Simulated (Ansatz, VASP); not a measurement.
One calculation of Lu, two programs

```
CELL_PARAMETERS angstrom
3.50449 0.00000 0.00000
-1.75224 3.03498 0.00000
0.00000 0.00000 5.46485
ATOMIC_POSITIONS crystal
Lu 0.33333 0.66667 0.25000
Lu 0.66667 0.33333 0.75000
```

Alike in both runs: functional PBE; k mesh 12 × 12 × 6; occupations fermi-dirac, width 0.05 eV; no spin polarisation.

Ansatz relaxed the structure, and its values are those at the end. VASP's run is a single point on that final structure, the one shown.

|  | VASP | Ansatz |
| --- | --- | --- |
| version | VASP 6.6.1 | Ansatz 0.2.0 |
| potentials or method | VASP PAW PBE potentials, release 64 (Lu) | PAW with Ansatz's default frozen-core files, scalar-relativistic |
| plane-wave cutoff (eV) | 520 | 420 |
| valence electrons in the cell | 50 | 50 |

Ansatz gave:

- pressure (GPa): 0.0

Q: Estimate VASP's values.

A: Pressure (GPa): 0.2.

The functional is the same, so the differences come from potentials, cutoffs and numerics.

Neither program's run includes spin-orbit coupling.
